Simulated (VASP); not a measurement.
Input of a VASP 6.6.1 run:

File INCAR:

```
SYSTEM = CsPbBr3
ALGO = Normal
EDIFF = 1E-6
ENCUT = 520
GGA = PE
ISIF = 2
ISMEAR = 0
LASPH = .True.
LCHARG = .False.
LREAL = .False.
LWAVE = .False.
NBANDS = 30
NELM = 60
PREC = Accurate
SIGMA = 0.02
```

The input KPOINTS:

```
k-points
0
Gamma
  6 6 6
  0 0 0
```

File POSCAR:

```
CsPbBr3
1.0
    5.9981178917      0.0000000000      0.0000000000
    0.0000000000      5.9981178917      0.0000000000
    0.0000000000      0.0000000000      5.9981178917
Cs Pb Br
1 1 3
Direct
    0.0000000000      0.0000000000      0.0000000000
    0.5000000000      0.5000000000      0.5000000000
    0.0000000000      0.5000000000      0.5000000000
    0.5000000000      0.0000000000      0.5000000000
    0.5000000000      0.5000000000      0.0000000000
```

Potentials or basis: VASP PAW PBE potentials, release 64 (Cs_sv, Pb_d, Br).

Command:

```sh
$ cat potpaw_PBE.64/Cs_sv/POTCAR potpaw_PBE.64/Pb_d/POTCAR potpaw_PBE.64/Br/POTCAR > POTCAR
$ mpirun -np 1 vasp_std > vasp.out
```

Question: What does it give for the pressure?

Answer: 0.0 GPa.

Question: Estimate the band gap on the k mesh.

Answer: 1.78 eV, direct.

Caveat: spin-orbit coupling is left out, which moves the levels of the heavy elements. A k mesh can miss the band edges.
